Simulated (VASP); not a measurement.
Set up this calculation in VASP 6.6.1, as the native input.

```yaml
Task: electric field gradients
Functional: LDA
Potentials_or_basis: VASP PAW LDA potentials, release 64 (Hf_pv, H)
Cutoff: 520 eV
k_mesh: 12 × 12 × 12
Occupations: fermi-dirac, width 0.03 eV
Spin: no spin polarisation
Dipole_correction: no
Further_INCAR_settings: ALGO = Normal; EDIFF = 1e-08; NBANDS = 13
```

The structure of HfH2 lies in POSCAR:

```
HfH2
1.0
   -1.7390000000      1.7390000000      2.1368900000
    1.7390000000     -1.7390000000      2.1368900000
    1.7390000000      1.7390000000     -2.1368900000
Hf H
1 2
Direct
    0.0000000000      0.0000000000      0.0000000000
    0.7500000000      0.2500000000      0.5000000000
    0.2500000000      0.7500000000      0.5000000000
```

This cell differs from its parent crystal: zz strain of -2 %.

The input as run:

INCAR

```
PREC = Accurate ; ENCUT = 520
EDIFF = 1E-8 ; ISMEAR = -1
SIGMA = 0.03 ; LREAL = False
LASPH = True ; NELM = 100
ALGO = Normal ; ISIF = 2
LWAVE = False ; LCHARG = False
LEFG = True ; NBANDS = 13
```

KPOINTS

```
Automatic mesh
0
Gamma
  12 12 12
```

Potentials or basis: VASP PAW LDA potentials, release 64 (Hf_pv, H).

The run is started by

```bash
$ cat potpaw_LDA.64/Hf_pv/POTCAR potpaw_LDA.64/H/POTCAR > POTCAR
$ mpirun -np 1 vasp_std > vasp.out
```

Results of the run:

| Quantity | Value |
| --- | --- |
| Pressure | -6.0 GPa |
| Band gap on the k mesh | zero (bands 6 and 7 overlap by 1.20 eV) |
| Largest electric field gradient by atom | Hf -30.1; H -0.2 V/Å² |

Caveat: the cell differs from its parent crystal (zz strain of -2 %); the cell stands under tension; without QUAD_EFG the Cq values of the log hold for a quadrupole moment of 1 mb, not for the nuclei; spin-orbit coupling is left out, which moves the levels of the heavy elements.

Wall time 14 s on 1 thread of Intel(R) Xeon(R) 6975P-C (Granite Rapids), with other jobs on the host, peak memory 0.17 GiB.
